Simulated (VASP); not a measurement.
Input of a VASP 6.6.1 run:

Contents of INCAR:

```
  PREC = Accurate
  ENCUT = 520
  EDIFF = 1E-7
  ISMEAR = 0
  SIGMA = 0.02
  LREAL = F
  LASPH = T
  NELM = 100
  ALGO = Normal
  ISIF = 2
  LWAVE = F
  LCHARG = F
  GGA = PS
  NBANDS = 39
```

File KPOINTS:

```
Automatic mesh
0
Gamma
  6 6 6
```

POSCAR

```
Li3AsF6
1.0
    0.0000000000      3.9586714048      3.9586714048
    3.9586714048      0.0000000000      3.9586714048
    3.9586714048      3.9586714048      0.0000000000
Li As F
3 1 6
Direct
    0.2500000000      0.2500000000      0.2500000000
    0.7500000000      0.7500000000      0.7500000000
    0.5000000000      0.5000000000      0.5000000000
    0.0000000000      0.0000000000      0.0000000000
    0.2549739613      0.2549739613      0.7450260387
    0.2549739613      0.7450260387      0.7450260387
    0.7450260387      0.7450260387      0.2549739613
    0.2549739613      0.7450260387      0.2549739613
    0.7450260387      0.2549739613      0.7450260387
    0.7450260387      0.2549739613      0.2549739613
```

Potentials or basis: VASP PAW PBE potentials, release 64 (Li_sv, As, F).

The run is started by

```sh
$ cat potpaw_PBE.64/Li_sv/POTCAR potpaw_PBE.64/As/POTCAR potpaw_PBE.64/F/POTCAR > POTCAR
$ mpirun -np 1 vasp_std > vasp.out
```

Q: Estimate the largest force.

A: 0.022 eV/Å.

Q: What does it give for the band gap on the k mesh?

A: 3.98 eV (least direct gap 4.45 eV).

Forces in eV/Å, atoms in the order of the input:
```
Li   0.000  0.000  0.000
Li   0.000  0.000  0.000
Li   0.000  0.000  0.000
As   0.000  0.000  0.000
F    0.000  0.000  0.022
F   -0.022  0.000  0.000
F    0.000  0.000 -0.022
F    0.000  0.022  0.000
F    0.000 -0.022  0.000
F    0.022  0.000  0.000
```

Caveat: the PAW data sets were made with another functional, which shifts forces and pressure a little. A k mesh can miss the band edges.
